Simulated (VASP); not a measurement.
# Sr12H2C in VASP: a series of runs

Sr12H2C is run at these levels: PBEsol; tasks: single point.

All numbers are computed with VASP 6.6.1; they aren't measurements. Logs are shortened: lines on timing, memory, paths and dates and some standing lists are left out, and cuts for length are marked.

**1. The cell of the first run**

The cell holds a slab with vacuum, 15 atoms: a = 8.598 Å, b = 8.598 Å, c = 20.021 Å, α = 90.00°, β = 90.00°, γ = 60.00°.

**2. Single point, PBEsol**

File INCAR:

```
SYSTEM = Sr12H2C
ALGO     = Normal         ! electronic algorithm
EDIFF    = 1E-6           ! SCF threshold, eV
ENCUT    = 520            ! plane-wave cutoff, eV
GGA      = PS             ! functional
ISIF     = 2              ! what is computed and relaxed
ISMEAR   = -1             ! smearing method
LASPH    = .TRUE.         ! aspherical terms in the spheres
LCHARG   = .FALSE.        ! write CHGCAR
LREAL    = Auto         
LWAVE    = .FALSE.        ! write WAVECAR
NBANDS   = 76             ! bands
NELM     = 80             ! most SCF steps
PREC     = Accurate       ! precision mode
SIGMA    = 0.05           ! smearing width, eV
```

File KPOINTS:

```
k-points
0
G
  2 2 1
  0 0 0
```

File POSCAR:

```
Sr12H2C
1.0
    8.5984180000      0.0000000000      0.0000000000
    4.2992090000      7.4464490000      0.0000000000
    0.0000000000      0.0000000000     20.0205790000
Sr C H
12 1 2
Direct
    0.1666644535      0.1666700464      0.0499486054
    0.6666634068      0.1666700464      0.0499486054
    0.1666655752      0.6666667562      0.0499486054
    0.6666645285      0.6666667562      0.0499486054
   -0.1676830702      0.2930792919      0.2011180596
    0.3066106446      0.3321851798      0.2250234621
   -0.1678636668      0.8139315800      0.2341191031
    0.3237935198      0.8329876428      0.2161226206
    0.0144952910     -0.0066608930      0.3692500602
    0.4949316458     -0.0103807869      0.4017815868
   -0.0284561900      0.5010173305      0.3949785868
    0.4923852236      0.5334623255      0.4051281434
    0.6276827525      0.7080421823      0.4492177774
    0.5941020497      0.6930954607      0.5019734944
    0.7518303085      0.7468929150      0.4487332759
```

Potentials or basis: VASP PAW PBE potentials, release 64 (Sr_sv, C, H).

Started as:

```bash
$ cat potpaw_PBE.64/Sr_sv/POTCAR potpaw_PBE.64/C/POTCAR potpaw_PBE.64/H/POTCAR > POTCAR
$ mpirun -np 1 vasp_std > vasp.out
```

OUTCAR:

```text
SYSTEM = Sr12H2C
   EDIFF = 1E-6
   ENCUT = 520
   GGA = PS
   ISIF = 2
   ISMEAR = -1
   LASPH = .TRUE.
   LREAL = Auto
   NELM = 80
   PREC = Accurate

 ion  position               nearest neighbor table
   1  0.167  0.167  0.050-   5 3.93   8 4.15   6 4.18   3 4.30   4 4.30   2 4.30   2 4.30   4 4.30
                             3 4.30
   2  0.667  0.167  0.050-   5 3.73   4 4.30   3 4.30   1 4.30   1 4.30   3 4.30   4 4.30   6 4.41
                             7 4.53
   3  0.167  0.667  0.050-   8 4.11   1 4.30   2 4.30   4 4.30   4 4.30   2 4.30   1 4.30   6 4.31
                             7 4.45
   4  0.667  0.667  0.050-   5 4.11   8 4.19   2 4.30   1 4.30   3 4.30   3 4.30   1 4.30   2 4.30
                             7 4.36
   5  0.832  0.293  0.201-   2 3.73   1 3.93   9 4.05   8 4.11   4 4.11   7 4.17   6 4.28   6 4.39
                             8 4.52   7 4.53  11 4.67  12 4.84
   6  0.307  0.332  0.225-   7 4.12   1 4.18  11 4.22   8 4.22   5 4.28   3 4.31  10 4.36   8 4.39
                             5 4.39   2 4.41   7 4.49  12 4.62
   7  0.832  0.814  0.234-   9 3.82  11 3.98   6 4.12   5 4.17  10 4.19   8 4.31   8 4.33   4 4.36
                             3 4.45   6 4.49   5 4.53   2 4.53
   8  0.324  0.833  0.216-   9 3.83   3 4.11   5 4.11   1 4.15   4 4.19   6 4.22   7 4.31   7 4.33
                             6 4.39  12 4.40  10 4.45   5 4.52
   9  0.014  0.993  0.369-   7 3.82   8 3.83   5 4.05  12 4.10  10 4.17  11 4.22  11 4.46  10 4.53
                            12 4.62
  10  0.495  0.990  0.402-  13 2.30  15 2.35  12 3.93  11 4.15   9 4.17   7 4.19   6 4.36   8 4.45
                            11 4.45   9 4.53  12 4.67
  11  0.972  0.501  0.395-  15 2.28  13 2.80   7 3.98  12 3.99  10 4.15   6 4.22   9 4.22  10 4.45
                             9 4.46  12 4.63   5 4.67
  12  0.492  0.533  0.405-  13 2.48  14 2.76  10 3.93  11 3.99   9 4.10   8 4.40   6 4.62   9 4.62
                            11 4.63  10 4.67   5 4.84
  13  0.628  0.708  0.449-  14 1.12  15 1.27  10 2.30  12 2.48  11 2.80
  14  0.594  0.693  0.502-  13 1.12  12 2.76
  15  0.752  0.747  0.449-  13 1.27  11 2.28  10 2.35

  LATTYP: Found a hexagonal cell.
 ALAT       =     8.5984185020
 C/A-ratio  =     2.3284024842

  Lattice vectors:

 A1 = (  -4.2992090000,  -7.4464490000,   0.0000000000)
 A2 = (   8.5984180000,   0.0000000000,   0.0000000000)
 A3 = (   0.0000000000,   0.0000000000,  20.0205790000)

Analysis of symmetry for initial positions (statically):
=====================================================================
 Subroutine PRICEL returns:
 Original cell was already a primitive cell.

 Routine SETGRP: Setting up the symmetry group for a
 hexagonal supercell.

 Subroutine GETGRP returns: Found  1 space group operations
 (whereof  1 operations were pure point group operations)
 out of a pool of 24 trial point group operations.

The static configuration has the point symmetry C_1 .

Analysis of symmetry for dynamics (positions and initial velocities):
=====================================================================
 Subroutine PRICEL returns:
 Original cell was already a primitive cell.

 Routine SETGRP: Setting up the symmetry group for a
 hexagonal supercell.

 Subroutine GETGRP returns: Found  1 space group operations
 (whereof  1 operations were pure point group operations)
 out of a pool of 24 trial point group operations.

The dynamic configuration has the point symmetry C_1 .

 Subroutine INISYM returns: Found  1 space group operations
 (whereof  1 operations are pure point group operations),
 and found     1 'primitive' translations

----------------------------------------------------------------------------------------

                                     Primitive cell

  volume of cell :    1281.8712

  direct lattice vectors                    reciprocal lattice vectors
     8.598418000  0.000000000  0.000000000     0.116300464 -0.067146099  0.000000000
     4.299209000  7.446449000  0.000000000     0.000000000  0.134292198  0.000000000
     0.000000000  0.000000000 20.020579000     0.000000000  0.000000000  0.049948605

  length of vectors
     8.598418000  8.598418502 20.020579000     0.134292205  0.134292198  0.049948605

  position of ions in fractional coordinates (direct lattice)
     0.166664453  0.166670046  0.049948605
     0.666663407  0.166670046  0.049948605
     0.166665575  0.666666756  0.049948605
     0.666664529  0.666666756  0.049948605
     0.832316930  0.293079292  0.201118060
     0.306610645  0.332185180  0.225023462
     0.832136333  0.813931580  0.234119103
     0.323793520  0.832987643  0.216122621
     0.014495291  0.993339107  0.369250060
     0.494931646  0.989619213  0.401781587
     0.971543810  0.501017330  0.394978587
     0.492385224  0.533462325  0.405128143
     0.627682753  0.708042182  0.449217777
     0.594102050  0.693095461  0.501973494
     0.751830308  0.746892915  0.448733276

  ion indices of the primitive-cell ions
   primitive index   ion index
                 1           1
                 2           2
                 3           3
                 4           4
                 5           5
                 6           6
                 7           7
                 8           8
                 9           9
                10          10
                11          11
                12          12
                13          13
                14          14
                15          15

----------------------------------------------------------------------------------------

 KPOINTS: k-points

Automatic generation of k-mesh.
 Grid dimensions read from file:
 generate k-points for:    2    2    1

 Generating k-lattice:

  Cartesian coordinates                     Fractional coordinates (reciprocal lattice)
     0.058150232 -0.033573049  0.000000000     0.500000000 -0.000000000  0.000000000
     0.000000000  0.067146099  0.000000000     0.000000000  0.500000000  0.000000000
     0.000000000  0.000000000  0.049948605     0.000000000  0.000000000  1.000000000

  Length of vectors
     0.067146103  0.067146099  0.049948605

  Shift w.r.t. Gamma in fractional coordinates (k-lattice)
     0.000000000  0.000000000  0.000000000

 Subroutine IBZKPT returns following result:
 ===========================================

 Found      4 irreducible k-points:

 Following reciprocal coordinates:
            Coordinates               Weight
  0.000000  0.000000  0.000000      1.000000
  0.500000  0.000000  0.000000      1.000000
  0.500000  0.500000  0.000000      1.000000
  0.000000  0.500000  0.000000      1.000000
   k-points           NKPTS =      4   k-points in BZ     NKDIM =      4   number of bands    NBANDS=     76
   number of dos      NEDOS =    301   number of ions     NIONS =     15
   total plane-waves  NPLWV = 614400
   dimension x,y,z NGX =    64 NGY =   64 NGZ =  150
   dimension x,y,z NGXF=   128 NGYF=  128 NGZF=  300
   ions per type =              12   1   2
   NGX,Y,Z   is equivalent  to a cutoff of  12.37, 12.37, 12.46 a.u.
   NGXF,Y,Z  is equivalent  to a cutoff of  24.75, 24.75, 24.91 a.u.
 SYSTEM =  Sr12H2C
   PREC   = accura    normal or accurate (medium, high low for compatibility)
   ISTART =      0    job   : 0-new  1-cont  2-samecut
   ICHARG =      2    charge: 1-file 2-atom 10-const
   ISPIN  =      1    spin polarized calculation?
   LNONCOLLINEAR =      F non collinear calculations
   LSORBIT =      F    spin-orbit coupling
   LASPH  =      T    aspherical Exc in radial PAW
   ENCUT  =  520.0 eV  38.22 Ry    6.18 a.u.  15.99 15.99 37.23*2*pi/ulx,y,z
   NELM   =     80;   NELMIN=  2; NELMDL= -5     # of ELM steps
   EDIFF  = 0.1E-05   stopping-criterion for ELM
   LREAL  =      T    real-space projection
   EDIFFG = 0.1E-04   stopping-criterion for IOM
   NSW    =      0    number of steps for IOM
   IBRION =     -1    ionic relax: 0-MD 1-quasi-New 2-CG
   NFREE  =      0    steps in history (QN), initial steepest desc. (CG)
   ISIF   =      2    stress and relaxation
   ISYM   =      2    0-nonsym 1-usesym 2-fastsym
   POTIM  = 0.5000    time-step for ionic-motion
   TEBEG  =    0.0;   TEEND  =   0.0 temperature during run
   PSTRESS=    0.0 pullay stress
   NELECT =     126.0000    total number of electrons
   NUPDOWN=      -1.0000    fix difference up-down
   EMIN   =  10.00;   EMAX   =-10.00  energy-range for DOS
   EFERMI =   0.00;   METHOD = LEGACY
   ISMEAR =    -1;   SIGMA  =   0.05  broadening in eV -4-tet -1-fermi 0-gaus
   EFERMI_NEDOS =   21; number of points for ismear=-14 and -15
   IALGO  =     38    algorithm
   IMIX   =      4    mixing-type and parameters
     AMIX     =   0.40;   BMIX     =  1.00
     AMIX_MAG =   1.60;   BMIX_MAG =  1.00
  volume/ion in A,a.u.               =      85.46       576.70
  Fermi-wavevector in a.u.,A,eV,Ry     =   0.755527  1.427740  7.766500  0.570822
  Thomas-Fermi vector in A             =   1.853442
   LORBIT       =      0    0 simple, 1 ext, 2 COOP (PROOUT), +10 PAW based schemes
   GGA     = PS    functional components
   LHFCALC =     F    Hartree Fock is set to
   AEXX    =    0.0000 exact exchange contribution
   IVDW    =     0    specifies the selected vdW correction
   LEPSILON=     F    determine dielectric tensor
   LRPA    =     F    only Hartree local field effects (RPA)
 non-spin polarized calculation
  energy-cutoff  :      520.00
  volume of cell :     1281.87
 maximum number of plane-waves:     34492
 NGX is ok and might be reduce to    64
   NGX = 31   NGY = 31   NGZ = 75

 number of electron     126.0000001 magnetization

 Free energy of the ion-electron system (eV)
  ---------------------------------------------------
  ext. energy  EPLUGINS =         0.00000000
  ---------------------------------------------------
  free energy    TOTEN  =       -34.61757479 eV

  energy without entropy =      -34.47562768  energy(sigma->0) =      -34.54660123

 E-fermi :  -0.2694     XC(G=0):  -4.6224

 val. band max:       -0.4647345906   @ k =   0.0000   0.0000   0.0000
 cond. band min:      -0.2522884221   @ k =   0.0000   0.0000   0.0000
 fundamental gap:      0.2124461685
 Fermi energy:        -0.2693916796

 k-point     1 :       0.0000    0.0000    0.0000
  band No.  band energies     occupation
      1     -37.3698      2.00000
      2     -37.3428      2.00000
      3     -37.3283      2.00000
      4     -37.2679      2.00000
      5     -37.1477      2.00000
      6     -36.9879      2.00000
[... 67 lines left out ...]
     74       0.2322      0.00009
     75       0.2673      0.00004

 k-point     2 :       0.5000    0.0000    0.0000
  band No.  band energies     occupation
      1     -37.3695      2.00000
      2     -37.3430      2.00000
      3     -37.3283      2.00000
      4     -37.2680      2.00000
      5     -37.1476      2.00000
      6     -36.9878      2.00000
[... 67 lines left out ...]
     74       0.4240      0.00000
     75       0.4857      0.00000

 k-point     3 :       0.5000    0.5000    0.0000
  band No.  band energies     occupation
      1     -37.3696      2.00000
      2     -37.3427      2.00000
      3     -37.3285      2.00000
      4     -37.2680      2.00000
      5     -37.1476      2.00000
      6     -36.9878      2.00000
[... 67 lines left out ...]
     74       0.4663      0.00000
     75       0.4724      0.00000

 k-point     4 :       0.0000    0.5000    0.0000
  band No.  band energies     occupation
      1     -37.3696      2.00000
      2     -37.3425      2.00000
      3     -37.3287      2.00000
      4     -37.2680      2.00000
      5     -37.1476      2.00000
      6     -36.9878      2.00000
[... 67 lines left out ...]
     74       0.4052      0.00000
     75       0.4474      0.00000
 [bands above 75 left out]

------------------------ aborting loop because EDIFF is reached ----------------------------------------

  FORCE on cell =-STRESS in cart. coord.  units (eV):
  Direction    XX          YY          ZZ          XY          YZ          ZX
  --------------------------------------------------------------------------------------
  -------------------------------------------------------------------------------------
  Total       -5.2111754      1.7259389      1.6938363     -0.7728576     -1.4842934      1.0137148
  in kB       -6.5133118      2.1572058      2.1170817     -0.9659744     -1.8551795      1.2670155
  external PRESSURE =      -0.7463414 kB  Pullay stress =       0.0000000 kB

 VOLUME and BASIS-vectors are now :
 -----------------------------------------------------------------------------
  energy-cutoff  :      520.00
  volume of cell :     1281.87
      direct lattice vectors                 reciprocal lattice vectors
     8.598418000  0.000000000  0.000000000     0.116300464 -0.067146099  0.000000000
     4.299209000  7.446449000  0.000000000     0.000000000  0.134292198  0.000000000
     0.000000000  0.000000000 20.020579000     0.000000000  0.000000000  0.049948605

 POSITION                                       TOTAL-FORCE (eV/Angst)
 -----------------------------------------------------------------------------------
      2.14960      1.24110      1.00000         0.078840     -0.011685     -0.153609
      6.44880      1.24110      1.00000        -0.220433     -0.110300     -0.148623
      4.29920      4.96430      1.00000        -0.045505      0.018524      0.125478
      8.59840      4.96430      1.00000         0.030440      0.009225      0.035611
      8.41662      2.18240      4.02650         0.060517      0.402697      0.592112
      4.06450      2.47360      4.50510         0.208646     -0.071308      0.061969
     10.65432      6.06090      4.68720        -0.178150      0.033772     -0.625566
      6.36530      6.20280      4.32690         0.161622     -0.261395     -0.063010
      4.39521      7.39685      7.39260        -0.228162      0.193640      0.340750
      8.51021      7.36915      8.04390         0.046900      1.673504     -0.911430
     10.50772      3.73080      7.90770        -0.297446     -0.184643     -0.050222
      6.52720      3.97240      8.11090         0.060777     -0.199502     -0.312534
      8.44110      5.27240      8.99360         2.274295     -1.339043      0.053045
      8.08810      5.16110     10.04980         0.353976     -0.107741      0.229723
      9.67560      5.56170      8.98390        -2.306319     -0.045746      0.826306
 -----------------------------------------------------------------------------------
    total drift:                               -0.000346     -0.001287     -0.000743

  FREE ENERGIE OF THE ION-ELECTRON SYSTEM (eV)
  ---------------------------------------------------
  free  energy   TOTEN  =       -34.6175747911 eV

  energy  without entropy=      -34.4756276763  energy(sigma->0) =      -34.54660123
```

It took 14 min on 1 thread of Intel Xeon Platinum 8488C (Sapphire Rapids), shared host; peak memory 1.2 GiB.

What came out:

| Item | Value |
| --- | --- |
| Free energy | -34.6176 eV |
| Largest force | 2.640 eV/Å |
| Band gap on the k mesh | zero (bands 63 and 64 overlap by 0.28 eV) |

Forces in eV/Å, atoms in the order of the input:
```
Sr   0.079 -0.012 -0.154
Sr  -0.220 -0.110 -0.149
Sr  -0.046  0.019  0.125
Sr   0.030  0.009  0.036
Sr   0.061  0.403  0.592
Sr   0.209 -0.071  0.062
Sr  -0.178  0.034 -0.626
Sr   0.162 -0.261 -0.063
Sr  -0.228  0.194  0.341
Sr   0.047  1.674 -0.911
Sr  -0.297 -0.185 -0.050
Sr   0.061 -0.200 -0.313
C    2.274 -1.339  0.053
H    0.354 -0.108  0.230
H   -2.306 -0.046  0.826
```

Levels at points of the mesh, in eV from the Fermi level:
```
           k point  band 60  band 61  band 62  band 63  band 64  band 65
(0.00, 0.00, 0.00)    -0.79    -0.72    -0.34    -0.23    -0.20     0.02
(0.50, 0.00, 0.00)    -0.72    -0.56    -0.49     0.07     0.09     0.18
(0.50, 0.50, 0.00)    -0.79    -0.58    -0.44     0.06     0.07     0.14
(0.00, 0.50, 0.00)    -0.65    -0.58    -0.45     0.08     0.11     0.16
```

Caveat: the k points lie up to 0.42 Å⁻¹ apart; the atoms stand as in a frame of molecular dynamics; the PAW data sets were made with another functional, which shifts forces and pressure a little.

(Continued in part 2 of 2.)
